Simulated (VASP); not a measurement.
# Ge (Pm-3m) in VASP: notebook, part 2 of 2

VASP 6.6.1. Earlier steps stand in the parts before.

## Step 3: Relaxation of cell and atoms, B3LYP

The input, POSCAR:

```
Ge
1.0
    2.7104700000      0.0000000000      0.0000000000
    0.0000000000      2.7104700000      0.0000000000
    0.0000000000      0.0000000000      2.7104700000
Ge
1
Direct
    0.0000000000      0.0000000000      0.0000000000
```

The input, INCAR.step1:

```
ALGO     = Normal         # electronic algorithm
EDIFF    = 1E-5           # SCF threshold, eV
ENCUT    = 600            # plane-wave cutoff, eV
GGA      = PE             # functional
ISMEAR   = -1             # smearing method
LASPH    = True           # aspherical terms in the spheres
LCHARG   = False          # write CHGCAR
LREAL    = False          # projectors in reciprocal space
LWAVE    = True           # write WAVECAR
NBANDS   = 13             # bands
NELM     = 60             # most SCF steps
PREC     = Accurate       # precision mode
SIGMA    = 0.05           # smearing width, eV
```

The input, INCAR.step2:

```
AEXX     = 0.2            # exact-exchange fraction
AGGAC    = 0.81         
AGGAX    = 0.72         
ALDAC    = 0.19         
ALGO     = Normal         # electronic algorithm
EDIFF    = 1E-6           # SCF threshold, eV
EDIFFG   = -0.01          # ionic threshold
ENCUT    = 600            # plane-wave cutoff, eV
GGA      = B3             # functional
IBRION   = 2              # ionic algorithm
ISIF     = 3              # what is computed and relaxed
ISMEAR   = -1             # smearing method
ISTART   = 1            
LASPH    = True           # aspherical terms in the spheres
LCHARG   = False          # write CHGCAR
LHFCALC  = True           # exact exchange
LREAL    = False          # projectors in reciprocal space
LWAVE    = False          # write WAVECAR
NELM     = 60             # most SCF steps
NSW      = 60             # ionic steps
PREC     = Accurate       # precision mode
PRECFOCK = Normal       
SIGMA    = 0.05           # smearing width, eV
```

The input, KPOINTS:

```
k-points
0
Gamma
  5 5 5
```

Potentials or basis: VASP PAW PBE potentials, release 64 (Ge_d).

Run with:

```console
cat potpaw_PBE.64/Ge_d/POTCAR > POTCAR
cp INCAR.step1 INCAR
mpirun -np 1 vasp_std > vasp.out
cp INCAR.step2 INCAR
mpirun -np 1 vasp_std > vasp.out
```

OUTCAR:

```text
AEXX = 0.2
   EDIFF = 1E-6
   EDIFFG = -0.01
   ENCUT = 600
   GGA = B3
   IBRION = 2
   ISIF = 3
   ISMEAR = -1
   ISTART = 1
   LASPH = True
   LHFCALC = True
   LREAL = False
   NELM = 60
   NSW = 60
   PREC = Accurate
   PRECFOCK = Normal

 ion  position               nearest neighbor table
   1  0.000  0.000  0.000-

  LATTYP: Found a simple cubic cell.
 ALAT       =     2.7104700000

  Lattice vectors:

 A1 = (   2.7104700000,   0.0000000000,   0.0000000000)
 A2 = (   0.0000000000,   2.7104700000,   0.0000000000)
 A3 = (   0.0000000000,   0.0000000000,   2.7104700000)

Analysis of symmetry for initial positions (statically):
=====================================================================
 Subroutine PRICEL returns:
 Original cell was already a primitive cell.

 Routine SETGRP: Setting up the symmetry group for a
 simple cubic supercell.

 Subroutine GETGRP returns: Found 48 space group operations
 (whereof 48 operations were pure point group operations)
 out of a pool of 48 trial point group operations.

[... 157 lines left out ...]

  FORCE on cell =-STRESS in cart. coord.  units (eV):
  Direction    XX          YY          ZZ          XY          YZ          ZX
  --------------------------------------------------------------------------------------
  -------------------------------------------------------------------------------------
  Total        0.4474367      0.4474367      0.4474367     -0.0000000     -0.0000000     -0.0000000
  in kB       36.0004827     36.0004827     36.0004827     -0.0000000     -0.0000000     -0.0000000
  external PRESSURE =      36.0004827 kB  Pullay stress =       0.0000000 kB
[... 86 lines left out ...]
  FREE ENERGIE OF THE ION-ELECTRON SYSTEM (eV)
  ---------------------------------------------------
  free  energy   TOTEN  =        -4.6650817077 eV

  energy  without entropy=       -4.6617561536  energy(sigma->0) =       -4.66341893

[... ionic steps 4 to 10 ...]

--------------------------------------- Ionic step       11  -------------------------------------------

 number of electron      14.0000016 magnetization

------------------------ aborting loop because EDIFF is reached ----------------------------------------
[... 65 lines left out ...]
--------------------------------------- Ionic step       13  -------------------------------------------

 number of electron      14.0000016 magnetization

 Free energy of the ion-electron system (eV)
  ---------------------------------------------------
  ext. energy  EPLUGINS =         0.00000000
  ---------------------------------------------------
  free energy    TOTEN  =        -4.66508062 eV

  energy without entropy =       -4.66175507  energy(sigma->0) =       -4.66341785

 E-fermi :   4.7222     XC(G=0):  -8.4583

 val. band max:        4.5654100333   @ k =   0.4000   0.4000   0.2000
 cond. band min:       6.1836801712   @ k =   0.4000   0.4000   0.4000
 fundamental gap:      1.6182701379
 Fermi energy:         4.7221848091

 k-point     1 :       0.0000    0.0000    0.0000
  band No.  band energies     occupation
      1     -22.1007      2.00000
      2     -22.1007      2.00000
      3     -21.8867      2.00000
      4     -21.8867      2.00000
      5     -21.8867      2.00000
      6      -8.3388      2.00000
      7      12.7697      0.00000
      8      12.7697      0.00000
      9      12.7697      0.00000
     10      16.4652      0.00000
     11      16.4652      0.00000
[... 152 lines left out ...]
  FREE ENERGIE OF THE ION-ELECTRON SYSTEM (eV)
  ---------------------------------------------------
  free  energy   TOTEN  =        -4.6650806224 eV

  energy  without entropy=       -4.6617550677  energy(sigma->0) =       -4.66341785

 reached required accuracy - stopping structural energy minimisation
```

Wall time 29 min (1 thread of Oxide Virtual Turin-like, shared host); peak memory 0.12 GiB.

Results:

| Item | Value |
| --- | --- |
| Free energy | -4.6651 eV |
| Relaxed volume | 20.99 Å³/atom |
| Relaxed cell | a = 2.758 Å, b = 2.758 Å, c = 2.758 Å, α = 90.00°, β = 90.00°, γ = 90.00° |
| Space group after relaxing (to 0.1 Å) | Pm-3m (No. 221) |
| Energy gained by relaxing | 11.6 meV/atom |
| Ionic steps | 13 |
| Pressure after relaxing | 0.0 GPa |
| Band gap on the k mesh | zero (bands 7 and 8 overlap by 9.00 eV) |

Step by step:
```csv
step,energy change (eV),largest force (eV/Å),pressure (GPa),volume (Å³)
1,0.0000,0.0000,3.60,19.91
2,-0.0110,0.0000,-0.89,21.23
3,-0.0116,0.0000,0.22,20.96
4,-0.0116,0.0000,-0.32,21.02
5,-0.0116,0.0000,0.12,20.99
6,-0.0116,0.0000,0.12,20.99
7,-0.0116,0.0000,-0.16,20.99
8,-0.0116,0.0000,-0.11,20.99
9,-0.0116,0.0000,-0.09,20.99
10,-0.0116,0.0000,-0.09,20.99
11,-0.0116,0.0000,-0.10,20.99
12,-0.0116,0.0000,-0.13,20.99
13,-0.0116,0.0000,-0.03,20.99
```

Final structure:
```cif
data_structure
_symmetry_space_group_name_H-M 'P 1'
_symmetry_Int_Tables_number 1
_cell_length_a 2.7584
_cell_length_b 2.7584
_cell_length_c 2.7584
_cell_angle_alpha 90.000
_cell_angle_beta 90.000
_cell_angle_gamma 90.000
_cell_volume 20.99
loop_
_atom_site_label
_atom_site_type_symbol
_atom_site_fract_x
_atom_site_fract_y
_atom_site_fract_z
_atom_site_occupancy
Ge1 Ge 0.00000 0.00000 0.00000 1
```

Levels at points of the mesh, in eV from the Fermi level:
```tsv
k point	band 4	band 5	band 6	band 7	band 8	band 9
(0.00, 0.00, 0.00)	-26.61	-26.61	-13.06	8.05	8.05	8.05
```

Caveat: the k points lie up to 0.46 Å⁻¹ apart in the final cell, too coarse for converged energies and pressures of a metal; the PAW data sets were made with another functional, which shifts forces and pressure a little.

## Step 4: Single point, PBE0, non-collinear spin, zero start, spin-orbit coupling

POSCAR is that of step 3.

The input, INCAR.step1:

```
SYSTEM = Ge
PREC = Accurate
ENCUT = 520
EDIFF = 1E-5
ISMEAR = -1
SIGMA = 0.05
LREAL = .False.
LASPH = .True.
NELM = 150
ALGO = Normal
ISIF = 2
LWAVE = .True.
MAGMOM = 0 0 0
LORBIT = 11
LSORBIT = .True.
GGA_COMPAT = .False.
LORBMOM = .True.
GGA = PE
NBANDS = 25
```

The input, INCAR.step2:

```
SYSTEM = Ge
PREC = Accurate
ENCUT = 520
EDIFF = 1E-7
ISMEAR = -1
SIGMA = 0.05
LREAL = .False.
LASPH = .True.
NELM = 150
ALGO = Normal
ISIF = 2
LWAVE = .False.
LCHARG = .True.
MAGMOM = 0 0 0
LORBIT = 11
LSORBIT = .True.
GGA_COMPAT = .False.
LORBMOM = .True.
GGA = PE
LHFCALC = .True.
AEXX = 0.25
PRECFOCK = Normal
LVHAR = .True.
ISTART = 1
NBANDS = 25
```

The input, KPOINTS:

```
regular mesh
0
Gamma
  4 4 4
  0 0 0
```

Potentials or basis: VASP PAW PBE potentials, release 64 (Ge_d).

Run with:

```console
cat potpaw_PBE.64/Ge_d/POTCAR > POTCAR
cp INCAR.step1 INCAR
mpirun -np 1 vasp_ncl > vasp.out
cp INCAR.step2 INCAR
mpirun -np 1 vasp_ncl > vasp.out
```

OUTCAR:

```text
SYSTEM = Ge
   PREC = Accurate
   ENCUT = 520
   EDIFF = 1E-7
   ISMEAR = -1
   LREAL = .False.
   LASPH = .True.
   NELM = 150
   ISIF = 2
   LORBIT = 11
   LSORBIT = .True.
   GGA = PE
   LHFCALC = .True.
   AEXX = 0.25
   PRECFOCK = Normal
   ISTART = 1

 ion  position               nearest neighbor table
   1  0.000  0.000  0.000-

  LATTYP: Found a simple cubic cell.
 ALAT       =     2.7104700000

  Lattice vectors:

 A1 = (   2.7104700000,   0.0000000000,   0.0000000000)
 A2 = (   0.0000000000,   2.7104700000,   0.0000000000)
 A3 = (   0.0000000000,   0.0000000000,   2.7104700000)

Analysis of symmetry for initial positions (statically):
=====================================================================
 Subroutine PRICEL returns:
 Original cell was already a primitive cell.

 Routine SETGRP: Setting up the symmetry group for a
 simple cubic supercell.

 Subroutine GETGRP returns: Found 48 space group operations
 (whereof 48 operations were pure point group operations)
 out of a pool of 48 trial point group operations.

The static configuration has the point symmetry O_h .

Analysis of symmetry for dynamics (positions and initial velocities):
=====================================================================
 Subroutine PRICEL returns:
 Original cell was already a primitive cell.

[... 476 lines left out ...]
  free  energy   TOTEN  =        -5.3614525009 eV

  energy  without entropy=       -5.3614496733  energy(sigma->0) =       -5.36145109

 orbital moment (x)

 # of ion     p       d       tot
 ----------------------------------------
  1         0.000   0.000   0.000
 ----------------------------------------
            0.000   0.000   0.000

 orbital moment (y)

 # of ion     p       d       tot
 ----------------------------------------
  1        -0.000  -0.000  -0.000
 ----------------------------------------
           -0.000  -0.000  -0.000

 orbital moment (z)

 # of ion     p       d       tot
 ----------------------------------------
  1         0.000  -0.000   0.000
 ----------------------------------------
            0.000  -0.000   0.000

 Spin-Orbit-Coupling matrix elements

 Ion:    1  E_soc:     -0.0244436
 l=   1
     0.0000000    -0.0032515    -0.0032516
    -0.0032515     0.0000000    -0.0032516
    -0.0032516    -0.0032516     0.0000000
 l=   2
     0.0000000    -0.0001690     0.0000000    -0.0001690    -0.0006533
    -0.0001690     0.0000000    -0.0004900    -0.0001690    -0.0001633
     0.0000000    -0.0004900     0.0000000    -0.0004900     0.0000000
    -0.0001690    -0.0001690    -0.0004900     0.0000000    -0.0001633
    -0.0006533    -0.0001633     0.0000000    -0.0001633     0.0000000
 l=   3
     0.0000000     0.0000000     0.0000000     0.0000000     0.0000000     0.0000000     0.0000000
     0.0000000     0.0000000     0.0000000     0.0000000     0.0000000     0.0000000     0.0000000
     0.0000000     0.0000000     0.0000000     0.0000000     0.0000000     0.0000000     0.0000000
     0.0000000     0.0000000     0.0000000     0.0000000     0.0000000     0.0000000     0.0000000
     0.0000000     0.0000000     0.0000000     0.0000000     0.0000000     0.0000000     0.0000000
     0.0000000     0.0000000     0.0000000     0.0000000     0.0000000     0.0000000     0.0000000
     0.0000000     0.0000000     0.0000000     0.0000000     0.0000000     0.0000000     0.0000000

 total charge

# of ion       s       p       d       tot
------------------------------------------
    1        1.194   1.043  10.019  12.256

 magnetization (x)

# of ion       s       p       d       tot
------------------------------------------
    1        0.000  -0.000  -0.000  -0.000

 magnetization (y)

# of ion       s       p       d       tot
------------------------------------------
    1       -0.000  -0.000   0.000  -0.000

 magnetization (z)

# of ion       s       p       d       tot
------------------------------------------
    1        0.000  -0.000   0.000   0.000
```

OUTCAR.step1:

```text
SYSTEM = Ge
   PREC = Accurate
   ENCUT = 520
   EDIFF = 1E-5
   ISMEAR = -1
   LREAL = .False.
   LASPH = .True.
   NELM = 150
   ISIF = 2
   LORBIT = 11
   LSORBIT = .True.
   GGA = PE
[... 549 lines left out ...]

 total charge

# of ion       s       p       d       tot
------------------------------------------
    1        1.194   1.044  10.017  12.255

 magnetization (x)

# of ion       s       p       d       tot
------------------------------------------
    1        0.000   0.000   0.000   0.000

 magnetization (y)

# of ion       s       p       d       tot
------------------------------------------
    1       -0.000   0.000  -0.000  -0.000

 magnetization (z)

# of ion       s       p       d       tot
------------------------------------------
    1       -0.000  -0.000  -0.000  -0.000
```

Wall time 10 min (1 thread of Oxide Virtual Turin-like, shared host); peak memory 0.14 GiB.

What came out:

```yaml
Free_energy: -5.3615 eV
Pressure: -2.0 GPa
Net_moment: 0.00 μB per cell
Valence_electrons_inside_the_program's_atomic_spheres: Ge 12.26
```

Moments on the atoms (μB; x, y, z):
```
Ge  0.00 0.00 0.00
```

Caveat: the k points lie up to 0.58 Å⁻¹ apart; the PAW data sets were made with another functional, which shifts forces and pressure a little.

## Step 5: The runs side by side

```tsv
task	level	spin	cell	k mesh	cutoff (eV)	share of exact exchange	gap on the mesh (eV)	pressure (GPa)	relaxed volume (Å³/atom)
relaxation of cell and atoms	PBEsol-based global hybrid with 25 % exact exchange	off	relaxed	5 × 5 × 5	600	0.25	none	0.0	18.98
relaxation of cell and atoms	B3LYP	off	relaxed	5 × 5 × 5	600	0.2	none	0.0	20.99
single point	PBE0	non-collinear, zero start, SOC	as given	4 × 4 × 4	520	0.25	-	-2.0	-
```

Alike in all rows: potentials or basis VASP PAW PBE potentials, release 64 (Ge_d); smearing fermi-dirac 0.05 eV.

Caveats: all runs use coarse meshes; the PAW data sets were made with another functional, which shifts forces and pressure a little.

Absolute energies hang on the potentials; compare differences alone.

The gap in the log of VASP goes by the Fermi energy; the results here count the filled bands.